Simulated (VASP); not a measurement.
# Al (Imm2) in VASP: single point with PBE+D3(BJ)

Aim: the single point of Al with PBE+D3(BJ).

Everything below comes from runs of VASP 6.6.1. Logs are shortened: lines on timing, memory, paths and dates and some standing lists are left out, and cuts for length are marked.

## Step 1: The cell of the first run

Symmetry: Imm2, No. 44, orthorhombic system. The conventional cell has a = 5.632 Å, b = 7.965 Å, c = 5.632 Å, α = 90.00°, β = 90.00°, γ = 90.00°. Within 3.3 Å of Al (site symmetry mm2) lie 12 Al at 2.39 to 3.24 Å. Within 3.7 Å of Al (site symmetry mm2) lie 12 Al at 2.82 to 2.85 Å. Al (site symmetry 1) has 12 Al at 2.63 to 3.05 Å within 3.5 Å. Within 3.3 Å of Al (site symmetry mm2) lie 12 Al at 2.39 to 3.24 Å. Al (site symmetry mm2) has 14 Al at 2.82 to 3.69 Å within 3.7 Å.

## Step 2: Single point, PBE+D3(BJ) (atom 1 (Al) moved by (-0.300, -0.300) A along x and y)

INCAR reads:

```
PREC = Accurate ; ENCUT = 520
EDIFF = 1E-7 ; ISMEAR = 0
SIGMA = 0.15 ; LREAL = False
LASPH = True ; NELM = 100
ALGO = Fast ; ISIF = 2
LWAVE = False ; LCHARG = False
GGA = PE ; IVDW = 12
NBANDS = 22
```

KPOINTS reads:

```
regular mesh
0
Gamma
  14 14 14
```

POSCAR reads:

```
Al
1.0
   -3.9827256588      3.9827256588      0.0000000000
   -3.9827256588      0.0000000000      3.9827256588
    0.0000000000      3.9827256588      3.9827256588
Al
8
Direct
    0.0000000000      0.0753252987     -0.0753252987
    0.5000000000      0.0000000000      0.0000000000
    0.0000000000      0.5000000000      0.0000000000
    0.0000000000      0.0000000000      0.5000000000
    0.5000000000      0.5000000000      0.0000000000
    0.5000000000      0.0000000000      0.5000000000
    0.0000000000      0.5000000000      0.5000000000
    0.5000000000      0.5000000000      0.5000000000
```

Potentials or basis: VASP PAW PBE potentials, release 64 (Al).

The run is started by

```sh
cat potpaw_PBE.64/Al/POTCAR > POTCAR
mpirun -np 1 vasp_std > vasp.out
```

OUTCAR:

```text
PREC = Accurate
   ENCUT = 520
   EDIFF = 1E-7
   ISMEAR = 0
   LREAL = False
   LASPH = True
   NELM = 100
   ISIF = 2
   GGA = PE
   IVDW = 12
 IVDW          = 12

 ion  position               nearest neighbor table
   1  0.000  0.075  0.925-   7 2.39   4 2.63   6 2.63   3 2.63   5 2.63   2 2.85   2 2.85   5 3.05
                             6 3.05   4 3.05   3 3.05   7 3.24
   2  0.500  0.000  0.000-   5 2.82   6 2.82   4 2.82   6 2.82   8 2.82   3 2.82   5 2.82   8 2.82
                             3 2.82   4 2.82   1 2.85   1 2.85
   3  0.000  0.500  0.000-   1 2.63   5 2.82   7 2.82   4 2.82   7 2.82   8 2.82   2 2.82   4 2.82
                             2 2.82   5 2.82   8 2.82   1 3.05
   4  0.000  0.000  0.500-   1 2.63   6 2.82   7 2.82   2 2.82   3 2.82   3 2.82   7 2.82   8 2.82
                             2 2.82   6 2.82   8 2.82   1 3.05
   5  0.500  0.500  0.000-   1 2.63   2 2.82   3 2.82   8 2.82   6 2.82   7 2.82   8 2.82   2 2.82
                             6 2.82   3 2.82   7 2.82   1 3.05
   6  0.500  0.000  0.500-   1 2.63   4 2.82   8 2.82   2 2.82   5 2.82   5 2.82   7 2.82   8 2.82
                             2 2.82   4 2.82   7 2.82   1 3.05
   7  0.000  0.500  0.500-   1 2.39   3 2.82   4 2.82   8 2.82   3 2.82   5 2.82   4 2.82   6 2.82
                             5 2.82   6 2.82   8 2.82   1 3.24
   8  0.500  0.500  0.500-   5 2.82   6 2.82   7 2.82   2 2.82   3 2.82   5 2.82   2 2.82   4 2.82
                             6 2.82   3 2.82   4 2.82   7 2.82

  LATTYP: Found a face centered cubic cell.
 ALAT       =     7.9654513176

  Lattice vectors:

 A1 = (  -3.9827256588,   3.9827256588,   0.0000000000)
 A2 = (  -3.9827256588,   0.0000000000,   3.9827256588)
 A3 = (   0.0000000000,   3.9827256588,   3.9827256588)

Analysis of symmetry for initial positions (statically):
=====================================================================
 Subroutine PRICEL returns:
 Original cell was already a primitive cell.

 Routine SETGRP: Setting up the symmetry group for a
 face centered cubic supercell.

 Subroutine GETGRP returns: Found  4 space group operations
 (whereof  4 operations were pure point group operations)
 out of a pool of 48 trial point group operations.

The static configuration has the point symmetry C_2v.

Analysis of symmetry for dynamics (positions and initial velocities):
=====================================================================
 Subroutine PRICEL returns:
 Original cell was already a primitive cell.

 Routine SETGRP: Setting up the symmetry group for a
 face centered cubic supercell.

 Subroutine GETGRP returns: Found  4 space group operations
 (whereof  4 operations were pure point group operations)
 out of a pool of 48 trial point group operations.

The dynamic configuration has the point symmetry C_2v.

 Subroutine INISYM returns: Found  4 space group operations
 (whereof  4 operations are pure point group operations),
 and found     1 'primitive' translations

----------------------------------------------------------------------------------------

                                     Primitive cell

  volume of cell :     126.3488

  direct lattice vectors                    reciprocal lattice vectors
    -3.982725659  3.982725659  0.000000000    -0.125542165  0.125542165 -0.125542165
    -3.982725659  0.000000000  3.982725659    -0.125542165 -0.125542165  0.125542165
     0.000000000  3.982725659  3.982725659     0.125542165  0.125542165  0.125542165

  length of vectors
     5.632424642  5.632424642  5.632424642     0.217445407  0.217445407  0.217445407

  position of ions in fractional coordinates (direct lattice)
     0.000000000  0.075325299  0.924674701
     0.500000000  0.000000000  0.000000000
     0.000000000  0.500000000  0.000000000
     0.000000000  0.000000000  0.500000000
     0.500000000  0.500000000  0.000000000
     0.500000000  0.000000000  0.500000000
     0.000000000  0.500000000  0.500000000
     0.500000000  0.500000000  0.500000000

  ion indices of the primitive-cell ions
   primitive index   ion index
                 1           1
                 2           2
                 3           3
                 4           4
                 5           5
                 6           6
                 7           7
                 8           8

----------------------------------------------------------------------------------------

 KPOINTS: regular mesh

Automatic generation of k-mesh.
 Grid dimensions read from file:
 generate k-points for:   14   14   14

 Generating k-lattice:

  Cartesian coordinates                     Fractional coordinates (reciprocal lattice)
    -0.008967297  0.008967297 -0.008967297     0.071428571  0.000000000  0.000000000
    -0.008967297 -0.008967297  0.008967297     0.000000000  0.071428571  0.000000000
     0.008967297  0.008967297  0.008967297     0.000000000  0.000000000  0.071428571

  Length of vectors
     0.015531815  0.015531815  0.015531815

  Shift w.r.t. Gamma in fractional coordinates (k-lattice)
     0.000000000  0.000000000  0.000000000

 Subroutine IBZKPT returns following result:
 ===========================================

 Found    428 irreducible k-points:

 Following reciprocal coordinates:
            Coordinates               Weight
  0.000000  0.000000  0.000000      1.000000
  0.071429  0.000000  0.000000      4.000000
  0.000000  0.071429  0.000000      4.000000
  0.142857  0.000000  0.000000      4.000000
  0.000000  0.142857  0.000000      4.000000
  0.214286  0.000000  0.000000      4.000000
[... 16 lines left out ...]
  0.000000  0.214286  0.071429      4.000000
  0.071429  0.000000  0.214286      8.000000
 [... further k-points ...]
   k-points           NKPTS =    428   k-points in BZ     NKDIM =    428   number of bands    NBANDS=     22
   number of dos      NEDOS =    301   number of ions     NIONS =      8
   total plane-waves  NPLWV =  74088
   dimension x,y,z NGX =    42 NGY =   42 NGZ =   42
   dimension x,y,z NGXF=    84 NGYF=   84 NGZF=   84
   ions per type =               8
   NGX,Y,Z   is equivalent  to a cutoff of  12.40, 12.40, 12.40 a.u.
   NGXF,Y,Z  is equivalent  to a cutoff of  24.79, 24.79, 24.79 a.u.
 SYSTEM =  unknown system
   PREC   = accura    normal or accurate (medium, high low for compatibility)
   ISTART =      0    job   : 0-new  1-cont  2-samecut
   ICHARG =      2    charge: 1-file 2-atom 10-const
   ISPIN  =      1    spin polarized calculation?
   LNONCOLLINEAR =      F non collinear calculations
   LSORBIT =      F    spin-orbit coupling
   LASPH  =      T    aspherical Exc in radial PAW
   ENCUT  =  520.0 eV  38.22 Ry    6.18 a.u.  10.47 10.47 10.47*2*pi/ulx,y,z
   NELM   =    100;   NELMIN=  2; NELMDL= -5     # of ELM steps
   EDIFF  = 0.1E-06   stopping-criterion for ELM
   LREAL  =      F    real-space projection
   EDIFFG = 0.1E-05   stopping-criterion for IOM
   NSW    =      0    number of steps for IOM
   IBRION =     -1    ionic relax: 0-MD 1-quasi-New 2-CG
   NFREE  =      0    steps in history (QN), initial steepest desc. (CG)
   ISIF   =      2    stress and relaxation
   ISYM   =      2    0-nonsym 1-usesym 2-fastsym
   POTIM  = 0.5000    time-step for ionic-motion
   TEBEG  =    0.0;   TEEND  =   0.0 temperature during run
   PSTRESS=    0.0 pullay stress
   NELECT =      24.0000    total number of electrons
   NUPDOWN=      -1.0000    fix difference up-down
   EMIN   =  10.00;   EMAX   =-10.00  energy-range for DOS
   EFERMI =   0.00;   METHOD = LEGACY
   ISMEAR =     0;   SIGMA  =   0.15  broadening in eV -4-tet -1-fermi 0-gaus
   EFERMI_NEDOS =   21; number of points for ismear=-14 and -15
   IALGO  =     68    algorithm
   IMIX   =      4    mixing-type and parameters
     AMIX     =   0.40;   BMIX     =  1.00
     AMIX_MAG =   1.60;   BMIX_MAG =  1.00
  volume/ion in A,a.u.               =      15.79       106.58
  Fermi-wavevector in a.u.,A,eV,Ry     =   0.941069  1.778363 12.049470  0.885611
  Thomas-Fermi vector in A             =   2.068543
   LORBIT       =      0    0 simple, 1 ext, 2 COOP (PROOUT), +10 PAW based schemes
   GGA     = PE    functional components
   LHFCALC =     F    Hartree Fock is set to
   AEXX    =    0.0000 exact exchange contribution
   IVDW    =    12    specifies the selected vdW correction
   LEPSILON=     F    determine dielectric tensor
   LRPA    =     F    only Hartree local field effects (RPA)
 non-spin polarized calculation
 RMM-DIIS sequential band-by-band and
 Gauss-broadening in eV      SIGMA  =   0.15
  energy-cutoff  :      520.00
  volume of cell :      126.35
 maximum number of plane-waves:      3479
 NGX is ok and might be reduce to    42
   NGX = 21   NGY = 21   NGZ = 21

 number of electron      24.0000000 magnetization

 Free energy of the ion-electron system (eV)
  ---------------------------------------------------
  ext. energy  EPLUGINS =         0.00000000
  ---------------------------------------------------
  free energy    TOTEN  =       -29.38207355 eV

  energy without entropy =      -29.34428497  energy(sigma->0) =      -29.36317926

 E-fermi :   8.4504     XC(G=0): -10.3449

 val. band max:        8.4497578798   @ k =  -0.3571   0.1429   0.0000
 cond. band min:       8.4505077951   @ k =   0.5000   0.1429  -0.3571
 fundamental gap:      0.0007499152
 Fermi energy:         8.4504213255

 k-point     1 :       0.0000    0.0000    0.0000
  band No.  band energies     occupation
      1      -3.0238      2.00000
      2       3.2394      2.00000
      3       3.4758      2.00000
      4       3.6133      2.00000
      5       3.7003      2.00000
      6       3.9904      2.00000
[... 14 lines left out ...]
     21      14.2445      0.00000
     22      14.3444      0.00000

 k-point     2 :       0.0714    0.0000    0.0000
  band No.  band energies     occupation
      1      -2.9883      2.00000
      2       2.7351      2.00000
      3       3.3482      2.00000
      4       3.4329      2.00000
      5       3.5889      2.00000
      6       4.0946      2.00000
[... 542 lines left out ...]
 k-point    24 :       0.0714    0.0000    0.2143
  band No.  band energies     occupation
      1      -2.7429      2.00000
      2       1.4964      2.00000
      3       2.7111      2.00000
      4       2.8344      2.00000
      5       3.6770      2.00000
      6       3.9426      2.00000
[... 14 lines left out ...]
     21      14.4741      0.00000
     22      15.4326      0.00000

 [... further k-points ...]

------------------------ aborting loop because EDIFF is reached ----------------------------------------

 Edisp (eV)   -2.81590

 E8    (eV) :    -1.2602

  FORCE on cell =-STRESS in cart. coord.  units (eV):
  Direction    XX          YY          ZZ          XY          YZ          ZX
  --------------------------------------------------------------------------------------
  -------------------------------------------------------------------------------------
  Total       1.76374     1.76374     1.25875     1.33362     0.00000     0.00000
  in kB      22.36520    22.36520    15.96163    16.91107     0.00000     0.00000
  external pressure =       20.23 kB  Pullay stress =        0.00 kB

 VOLUME and BASIS-vectors are now :
 -----------------------------------------------------------------------------
  energy-cutoff  :      520.00
  volume of cell :      126.35
      direct lattice vectors                 reciprocal lattice vectors
    -3.982725659  3.982725659  0.000000000    -0.125542165  0.125542165 -0.125542165
    -3.982725659  0.000000000  3.982725659    -0.125542165 -0.125542165  0.125542165
     0.000000000  3.982725659  3.982725659     0.125542165  0.125542165  0.125542165

 POSITION                                       TOTAL-FORCE (eV/Angst)
 -----------------------------------------------------------------------------------
     -0.30000      3.68273      3.98273         2.008217      2.008217      0.000000
     -1.99136      1.99136      0.00000         0.035934      0.035934      0.000000
     -1.99136      0.00000      1.99136        -0.418250      0.113129      0.476318
      0.00000      1.99136      1.99136         0.113129     -0.418250     -0.476318
     -3.98273      1.99136      1.99136         0.113129     -0.418250      0.476318
     -1.99136      3.98273      1.99136        -0.418250      0.113129     -0.476318
     -1.99136      1.99136      3.98273        -1.384572     -1.384572      0.000000
     -3.98273      3.98273      3.98273        -0.049338     -0.049338      0.000000
 -----------------------------------------------------------------------------------
    total drift:                                0.000005      0.000005      0.000000

  FREE ENERGIE OF THE ION-ELECTRON SYSTEM (eV)
  ---------------------------------------------------
  free  energy   TOTEN  =       -32.1979696337 eV

  energy  without entropy=      -32.1601810562  energy(sigma->0) =      -32.17907534
```

It took 12 min on 1 thread of Intel Xeon 6975P-C (Granite Rapids), shared host; peak memory 0.86 GiB.

Results:

```
Free energy                : -32.1980 eV
Pressure                   : 2.0 GPa
Largest force              : 2.840 eV/Å
Band gap on the k mesh     : zero (bands 12 and 13 overlap by 2.76 eV)
Dispersion energy per atom : -0.352 eV
```

Forces in eV/Å, atoms in the order of the input:
```
Al   2.008  2.008  0.000
Al   0.036  0.036  0.000
Al  -0.418  0.113  0.476
Al   0.113 -0.418 -0.476
Al   0.113 -0.418  0.476
Al  -0.418  0.113 -0.476
Al  -1.385 -1.385  0.000
Al  -0.049 -0.049  0.000
```

Stress tensor (GPa, compression positive):
```
2.24 1.69 0.00
1.69 2.24 0.00
0.00 0.00 1.60
```

Levels at points of the mesh, in eV from the Fermi level:
```csv
k point,band 10,band 11,band 12,band 13,band 14,band 15
"(0.00, 0.00, 0.00)",-2.98,-2.97,-2.93,-1.63,-1.63,-1.51
"(0.50, 0.00, 0.00)",-0.91,-0.81,-0.77,-0.68,-0.55,3.24
"(0.00, 0.50, 0.00)",-0.86,-0.79,-0.78,-0.72,-0.59,3.16
"(0.50, 0.50, 0.00)",-0.71,0.03,0.05,0.87,1.11,1.29
"(0.00, 0.50, 0.50)",-0.85,-0.01,0.15,0.75,0.94,1.24
```

Caveat: the cell differs from its parent crystal (atom 1 (Al) moved by (-0.300, -0.300) A along x and y); forces of over 1 eV/Å act on the atoms, so gaps and moduli don't describe the material at rest.
